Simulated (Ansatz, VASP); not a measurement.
**One calculation of Ta, two programs**

The input INCAR:

```
SYSTEM = Ta
ALGO = Normal
EDIFF = 1E-6
ENCUT = 520
GGA = PE
ISIF = 2
ISMEAR = -1
LASPH = .TRUE.
LCHARG = .FALSE.
LREAL = .FALSE.
LWAVE = .FALSE.
NBANDS = 18
NELM = 100
PREC = Accurate
SIGMA = 0.1
```

File KPOINTS:

```
k-points
0
G
  17 17 17
  0 0 0
```

Contents of POSCAR:

```
Ta
1.0
   -2.3979977350      2.3979977350      1.3007788458
    2.3979977350     -2.3979977350      1.3007788458
    2.3979977350      2.3979977350     -1.3007788458
Ta
2
Direct
   -0.3750000000     -0.1250000000     -0.2500000000
    0.3750000000      0.1250000000      0.2500000000
```

Input for Ansatz:

```yaml
crystal:
  lattice:
    - [-2.397997735, 2.397997735, 1.3007788458]
    - [2.397997735, -2.397997735, 1.3007788458]
    - [2.397997735, 2.397997735, -1.3007788458]
  atoms:
    - { symbol: Ta, position: [-0.375, -0.125, -0.25] }
    - { symbol: Ta, position: [0.375, 0.125, 0.25] }
kpoints:
  mp_grid: { grid: [17, 17, 17] }
scf:
  occupations: { method: fermi_dirac, width: 0.1 }
hamiltonian:
  xc: pbe
  pseudopotentials: { kind: all_electron, lapw: { basis_error: 0.001 } }
output:
  forces: true
  stress: true
  eigenvalues: true
  populations: true
```

Change from the starting cell: volume scaled by 0.76, LAPW.

Alike in both runs: task single point; functional PBE; k mesh 17 × 17 × 17; occupations fermi-dirac, width 0.1 eV; no spin polarisation.

|  | VASP | Ansatz |
| --- | --- | --- |
| version | VASP 6.6.1 | Ansatz 0.2.0 |
| potentials or method | VASP PAW PBE potentials, release 64 (Ta_pv), cutoff 520 eV | all-electron LAPW, scalar-relativistic |

|  | VASP | Ansatz | Ansatz less VASP |
| --- | --- | --- | --- |
| pressure (GPa) | 74.3 | 72.3 | -2.01 |
| traceless stress, the component that is largest in VASP (GPa) | -0.20 | 0.00 | +0.207 |

Both programs put the cell under a high pressure, so it lies far from rest at this level. Ansatz ran all-electron here, and VASP with PAW potentials.

Spin-orbit coupling is off throughout. Noted on VASP's run: the cell as given lies far from equilibrium.
